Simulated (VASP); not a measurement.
Wanted: the native input for a VASP 6.6.1 run.

| Property | Result |
| --- | --- |
| Task | single point |
| Functional | PBE |
| Potentials or basis | VASP PAW PBE potentials, release 64 (Na_pv, Cl) |
| Cutoff | 520 eV |
| k mesh | 12 × 12 × 4 |
| Occupations | fermi-dirac, width 0.02 eV |
| Spin | no spin polarisation |
| Dipole correction | no |
| Further INCAR settings | ALGO = Normal; EDIFF = 1e-06; NBANDS = 22 |

The structure of NaCl lies in POSCAR:

```
NaCl
1.0
    3.9554594119      0.0000000000      0.0000000000
   -1.9777297060      3.4255283344      0.0000000000
    0.0000000000      0.0000000000      6.8388213760
Na Cl
2 2
Direct
    0.0000000000      0.0000000000      0.0000000000
    0.0000000000      0.0000000000      0.5000000000
    0.3333333333      0.6666666667      0.2500000000
    0.6666666667      0.3333333333      0.7500000000
```

One way to write it, as run:

INCAR

```
SYSTEM = NaCl
ALGO = Normal
EDIFF = 1E-6
ENCUT = 520
GGA = PE
ISIF = 2
ISMEAR = -1
LASPH = .True.
LCHARG = .False.
LREAL = .False.
LWAVE = .False.
NBANDS = 22
NELM = 100
PREC = Accurate
SIGMA = 0.02
```

KPOINTS

```
k-points
0
Gamma
  12 12 4
  0 0 0
```

Potentials or basis: VASP PAW PBE potentials, release 64 (Na_pv, Cl).

Run with:

```console
$ cat potpaw_PBE.64/Na_pv/POTCAR potpaw_PBE.64/Cl/POTCAR > POTCAR
$ mpirun -np 1 vasp_std > vasp.out
```

Results of the run:

- Pressure: 0.0 GPa
- Band gap on the k mesh: 4.90 eV

Run time: 38 s on 1 thread of AMD EPYC 9R45 96-Core Processor (Zen 5) (shared host), peak memory 0.22 GiB.
